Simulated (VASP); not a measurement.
# Be2ZnTe3 (I-4m2) in VASP: relaxation of cell and atoms with PBE

Aim: the relaxation of cell and atoms of Be2ZnTe3 with PBE.

Everything below comes from runs of VASP 6.6.1. Logs are shortened: lines on timing, memory, paths and dates and some standing lists are left out, and cuts for length are marked.

## Step 1: The cell of the first run

The structure is tetragonal, space group I-4m2 (No. 119). Conventional cell: a = 4.112 Å, b = 4.112 Å, c = 17.633 Å, α = 90.00°, β = 90.00°, γ = 90.00°. Be (site symmetry 2mm) has 4 Te at 2.47 to 2.48 Å within 3.3 Å. Within 3.5 Å of Zn (site symmetry -4m2) lie 4 Te at 2.64 Å. Within 3.3 Å of Te (site symmetry 2mm) lie 2 Be at 2.47 Å and 2 Zn at 2.64 Å. Te (site symmetry -4m2) has 4 Be at 2.48 Å within 3.3 Å.

## Step 2: Relaxation of cell and atoms, PBE

INCAR

```
SYSTEM = Be2ZnTe3
PREC     = Accurate       ! precision mode
ENCUT    = 600            ! plane-wave cutoff, eV
EDIFF    = 1E-6           ! SCF threshold, eV
ISMEAR   = 0              ! smearing method
SIGMA    = 0.02           ! smearing width, eV
LREAL    = .False.        ! projectors in reciprocal space
LASPH    = .True.         ! aspherical terms in the spheres
NELM     = 80             ! most SCF steps
ALGO     = Normal         ! electronic algorithm
ISIF     = 3              ! what is computed and relaxed
LWAVE    = .False.        ! write WAVECAR
LCHARG   = .False.        ! write CHGCAR
GGA      = PE             ! functional
IBRION   = 2              ! ionic algorithm
NSW      = 100            ! ionic steps
EDIFFG   = -0.01          ! ionic threshold
```

KPOINTS

```
regular mesh
0
Gamma
  10 10 10
  0 0 0
```

POSCAR

```
Be2ZnTe3
1.0
   -2.0560108668      2.0560108668      8.8163982382
    2.0560108668     -2.0560108668      8.8163982382
    2.0560108668      2.0560108668     -8.8163982382
Be Zn Te
2 1 3
Direct
    0.6712000564      0.6712000564      0.0000000000
    0.3287999436      0.3287999436      0.0000000000
    0.0000000000      0.0000000000      0.0000000000
    0.5935637981      0.0935637981      0.5000000000
    0.2500000000      0.7500000000      0.5000000000
    0.9064362019      0.4064362019      0.5000000000
```

Potentials or basis: VASP PAW PBE potentials, release 64 (Be, Zn, Te).

Launch:

```bash
$ cat potpaw_PBE.64/Be/POTCAR potpaw_PBE.64/Zn/POTCAR potpaw_PBE.64/Te/POTCAR > POTCAR
$ mpirun -np 1 vasp_std > vasp.out
```

OUTCAR:

```text
SYSTEM = Be2ZnTe3
   PREC = Accurate
   ENCUT = 600
   EDIFF = 1E-6
   ISMEAR = 0
   LREAL = .False.
   LASPH = .True.
   NELM = 80
   ISIF = 3
   GGA = PE
   IBRION = 2
   NSW = 100
   EDIFFG = -0.01

 ion  position               nearest neighbor table
   1  0.671  0.671  0.000-   4 2.47   4 2.47   5 2.48   5 2.48
   2  0.329  0.329  0.000-   6 2.47   6 2.47   5 2.48   5 2.48
   3  0.000  0.000  0.000-   4 2.64   6 2.64   4 2.64   6 2.64
   4  0.594  0.094  0.500-   1 2.47   1 2.47   3 2.64   3 2.64
   5  0.250  0.750  0.500-   2 2.48   1 2.48   2 2.48   1 2.48
   6  0.906  0.406  0.500-   2 2.47   2 2.47   3 2.64   3 2.64

  LATTYP: Found a body centered tetragonal cell.
 ALAT       =     4.1120217336
 C/A-ratio  =     4.2881087744

  Lattice vectors:

 A1 = (  -2.0560108668,   2.0560108668,   8.8163982382)
 A2 = (   2.0560108668,  -2.0560108668,   8.8163982382)
 A3 = (   2.0560108668,   2.0560108668,  -8.8163982382)

Analysis of symmetry for initial positions (statically):
=====================================================================
 Subroutine PRICEL returns:
 Original cell was already a primitive cell.

 Routine SETGRP: Setting up the symmetry group for a
 body centered tetragonal supercell.

 Subroutine GETGRP returns: Found  8 space group operations
 (whereof  8 operations were pure point group operations)
 out of a pool of 16 trial point group operations.

The static configuration has the point symmetry D_2d.

Analysis of symmetry for dynamics (positions and initial velocities):
=====================================================================
 Subroutine PRICEL returns:
 Original cell was already a primitive cell.

 Routine SETGRP: Setting up the symmetry group for a
 body centered tetragonal supercell.

 Subroutine GETGRP returns: Found  8 space group operations
 (whereof  8 operations were pure point group operations)
 out of a pool of 16 trial point group operations.

The dynamic configuration has the point symmetry D_2d.

 Subroutine INISYM returns: Found  8 space group operations
 (whereof  8 operations are pure point group operations),
[... 167 lines left out ...]
 -----------------------------------------------------------------------------
  energy-cutoff  :      600.00
  volume of cell :      149.07
      direct lattice vectors                 reciprocal lattice vectors
    -2.056010867  2.056010867  8.816398238     0.000000000  0.243189376  0.056712502
     2.056010867 -2.056010867  8.816398238     0.243189376  0.000000000  0.056712502
     2.056010867  2.056010867 -8.816398238     0.243189376  0.243189376  0.000000000

 POSITION                                       TOTAL-FORCE (eV/Angst)
 -----------------------------------------------------------------------------------
      0.00000      0.00000     11.83513         0.000000      0.000000     -0.005858
      0.00000      0.00000      5.79766        -0.000000     -0.000000      0.005858
      0.00000      0.00000      0.00000         0.000000     -0.000000      0.000000
      0.00000      2.05601      1.64979        -0.000000      0.000000     -0.008821
      2.05601     -0.00000      4.40820         0.000000     -0.000000      0.000000
      0.00000      2.05601      7.16661        -0.000000      0.000000      0.008821
 -----------------------------------------------------------------------------------
    total drift:                               -0.000000      0.000000     -0.000000

  FREE ENERGIE OF THE ION-ELECTRON SYSTEM (eV)
  ---------------------------------------------------
  free  energy   TOTEN  =       -20.3152586204 eV

  energy  without entropy=      -20.3152586204  energy(sigma->0) =      -20.31525862

--------------------------------------- Ionic step        2  -------------------------------------------

 number of electron      34.0000005 magnetization

 Free energy of the ion-electron system (eV)
  ---------------------------------------------------
  ext. energy  EPLUGINS =         0.00000000
  ---------------------------------------------------
  free energy    TOTEN  =       -20.31543452 eV

  energy without entropy =      -20.31543452  energy(sigma->0) =      -20.31543452

 E-fermi :   4.2875     XC(G=0):  -8.9299

 val. band max:        4.2073644241   @ k =   0.0000   0.0000   0.0000
 cond. band min:       6.1963863689   @ k =   0.0000   0.0000   0.0000
 fundamental gap:      1.9890219448
 Fermi energy:         4.2874874722

 k-point     1 :       0.0000    0.0000    0.0000
  band No.  band energies     occupation
      1      -7.8311      2.00000
      2      -6.9018      2.00000
      3      -6.6541      2.00000
      4      -2.6434      2.00000
      5      -2.6434      2.00000
      6      -2.6369      2.00000
[... 565 lines left out ...]
     20       7.9005      0.00000
     21       8.5491      0.00000

 [... further k-points ...]

------------------------ aborting loop because EDIFF is reached ----------------------------------------

  FORCE on cell =-STRESS in cart. coord.  units (eV):
  Direction    XX          YY          ZZ          XY          YZ          ZX
  --------------------------------------------------------------------------------------
  -------------------------------------------------------------------------------------
  Total       -0.0000583     -0.0000583     -0.0033655      0.0000000      0.0000000      0.0000000
  in kB       -0.0006244     -0.0006244     -0.0360579      0.0000000      0.0000000      0.0000000
  external PRESSURE =      -0.0124356 kB  Pullay stress =       0.0000000 kB

 VOLUME and BASIS-vectors are now :
 -----------------------------------------------------------------------------
  energy-cutoff  :      600.00
  volume of cell :      149.54
      direct lattice vectors                 reciprocal lattice vectors
    -2.058149678  2.058149678  8.825532318     0.000000000  0.242936656  0.056653806
     2.058149678 -2.058149678  8.825532318     0.242936656  0.000000000  0.056653806
     2.058149678  2.058149678 -8.825532318     0.242936656  0.242936656  0.000000000

 POSITION                                       TOTAL-FORCE (eV/Angst)
 -----------------------------------------------------------------------------------
      0.00000      0.00000     11.84711        -0.000000      0.000000     -0.004958
      2.05815      2.05815     -3.02158        -0.000000      0.000000      0.004958
      0.00000     -0.00000      0.00000        -0.000000      0.000000     -0.000000
      0.00000      2.05815      1.65107         0.000000     -0.000000     -0.007707
      2.05815      0.00000      4.41277        -0.000000      0.000000      0.000000
      0.00000      2.05815      7.17446         0.000000     -0.000000      0.007707
 -----------------------------------------------------------------------------------
    total drift:                               -0.000000      0.000000      0.000000

  FREE ENERGIE OF THE ION-ELECTRON SYSTEM (eV)
  ---------------------------------------------------
  free  energy   TOTEN  =       -20.3154345200 eV

  energy  without entropy=      -20.3154345200  energy(sigma->0) =      -20.31543452

 reached required accuracy - stopping structural energy minimisation
```

OSZICAR:

```text
N       E                     dE             d eps       ncg     rms          rms(c)
DAV:   1     0.192631944069E+03    0.19263E+03   -0.15132E+04  4284   0.163E+03
DAV:   2    -0.222178339890E+01   -0.19485E+03   -0.18840E+03  4815   0.297E+02
DAV:   3    -0.202688806336E+02   -0.18047E+02   -0.17588E+02  5183   0.909E+01
[... 14 lines left out ...]
DAV:   2    -0.203157794196E+02    0.18424E-02   -0.79683E-03  5827   0.175E+00    0.116E-01
DAV:   3    -0.203155256638E+02    0.25376E-03   -0.37795E-04  4879   0.146E-01    0.605E-02
DAV:   4    -0.203154408584E+02    0.84805E-04   -0.10437E-04  4859   0.532E-02    0.262E-02
DAV:   5    -0.203154353806E+02    0.54778E-05   -0.68469E-06  5466   0.340E-02    0.171E-02
DAV:   6    -0.203154345200E+02    0.86060E-06   -0.33430E-06  4051   0.200E-02
   2 F= -.20315435E+02 E0= -.20315435E+02  d E =-.175900E-03
```

CONTCAR:

```text
Be2ZnTe3
   1.00000000000000
    -2.0581496782597322    2.0581496782597322    8.8255323176491753
     2.0581496782597322   -2.0581496782597322    8.8255323176491753
     2.0581496782597322    2.0581496782597322   -8.8255323176491753
  Be              Zn              Te
     2     1     3
Direct
     0.6711840283504121    0.6711840283504121    0.0000000000000000
     0.3288159716495879    0.3288159716495879    1.0000000000000000
     0.0000000000000000    0.0000000000000000    0.0000000000000000
     0.5935396654593146    0.0935396654593146    0.5000000000000000
     0.2500000000000000    0.7500000000000000    0.5000000000000000
     0.9064603345406854    0.4064603345406854    0.5000000000000000

  0.00000000E+00  0.00000000E+00  0.00000000E+00
  0.00000000E+00  0.00000000E+00  0.00000000E+00
  0.00000000E+00  0.00000000E+00  0.00000000E+00
  0.00000000E+00  0.00000000E+00  0.00000000E+00
  0.00000000E+00  0.00000000E+00  0.00000000E+00
  0.00000000E+00  0.00000000E+00  0.00000000E+00
```

Run time: 49 min. Hardware: 1 thread of Oxide Virtual Turin-like, shared host; peak memory 1.2 GiB.

Results:

```
Free energy                           : -20.3154 eV
Relaxed volume                        : 24.92 Å³/atom
Relaxed cell                          : a = 9.293 Å, b = 9.293 Å, c = 9.293 Å, α = 154.41°, β = 154.41°, γ = 36.51°
Space group after relaxing (to 0.1 Å) : I-4m2 (No. 119)
Energy gained by relaxing             : 0.0 meV/atom
Ionic steps                           : 2
Pressure after relaxing               : 0.0 GPa
Largest force after relaxing          : 0.008 eV/Å
Band gap on the k mesh                : 1.99 eV
```

Forces on the atoms (eV/Å):
```
Be   0.000  0.000 -0.005
Be   0.000  0.000  0.005
Zn   0.000  0.000  0.000
Te   0.000  0.000 -0.008
Te   0.000  0.000  0.000
Te   0.000  0.000  0.008
```

Step by step:
```
step  energy change (eV)  largest force (eV/Å)  pressure (GPa)  volume (Å³)
   1              0.0000                0.0088            0.14       149.07
   2             -0.0002                0.0077            0.00       149.54
```

Final structure:
```
CELL_PARAMETERS angstrom
-2.05815 2.05815 8.82553
2.05815 -2.05815 8.82553
2.05815 2.05815 -8.82553
ATOMIC_POSITIONS crystal
Be 0.67118 0.67118 0.00000
Be 0.32882 0.32882 0.00000
Zn 0.00000 0.00000 0.00000
Te 0.59354 0.09354 0.50000
Te 0.25000 0.75000 0.50000
Te 0.90646 0.40646 0.50000
```

Caveat: spin-orbit coupling is left out, which moves the levels of the heavy elements. A k mesh can miss the band edges.
